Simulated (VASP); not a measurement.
Wanted: the native input for a VASP 6.6.1 run.

```yaml
Task: single point
Functional: PBE
Potentials_or_basis: VASP PAW PBE potentials, release 64 (Mg, I)
Cutoff: 520 eV
k_mesh: 6 × 6 × 4
Occupations: gaussian, width 0.05 eV
Spin: no spin polarisation
Dipole_correction: no
Further_INCAR_settings: ALGO = Normal; EDIFF = 1e-07; NBANDS = 15
```

The structure of MgI2 lies in POSCAR:

```
MgI2
1.0
    4.0290891177      0.0000000000      0.0000000000
   -2.0145445589      3.4892935301      0.0000000000
    0.0000000000      0.0000000000      7.0678600000
Mg I
1 2
Direct
    0.0000000000      0.0000000000      0.0000000000
    0.3333333333      0.6666666667      0.7576300000
    0.6666666667      0.3333333333      0.2423700000
```

This cell differs from its parent crystal: strain -0.030 along x and y, +0.030 along z.

These files were run (other wordings do the same):

INCAR

```
SYSTEM = MgI2
ALGO = Normal
EDIFF = 1E-7
ENCUT = 520
GGA = PE
ISIF = 2
ISMEAR = 0
LASPH = .True.
LCHARG = .False.
LREAL = .False.
LWAVE = .False.
NBANDS = 15
NELM = 60
PREC = Accurate
SIGMA = 0.05
```

KPOINTS

```
k-points
0
Gamma
  6 6 4
  0 0 0
```

Potentials or basis: VASP PAW PBE potentials, release 64 (Mg, I).

Run with:

```sh
$ cat potpaw_PBE.64/Mg/POTCAR potpaw_PBE.64/I/POTCAR > POTCAR
$ mpirun -np 1 vasp_std > vasp.out
```

It gave:

| Quantity | Value |
| --- | --- |
| Pressure | 2.4 GPa |
| Largest force | 0.020 eV/Å |
| Band gap on the k mesh | 3.46 eV, indirect (least direct gap 3.82 eV) |

Caveat: the cell differs from its parent crystal (strain -0.030 along x and y, +0.030 along z); spin-orbit coupling is left out, which moves the levels of the heavy elements; this functional lacks dispersion, which binds the layers, so the pressure and a relaxed spacing across them are unreliable.

Wall time 18 s on 1 thread of Intel(R) Xeon(R) 6975P-C (Granite Rapids), with other jobs on the host, peak memory 0.22 GiB.
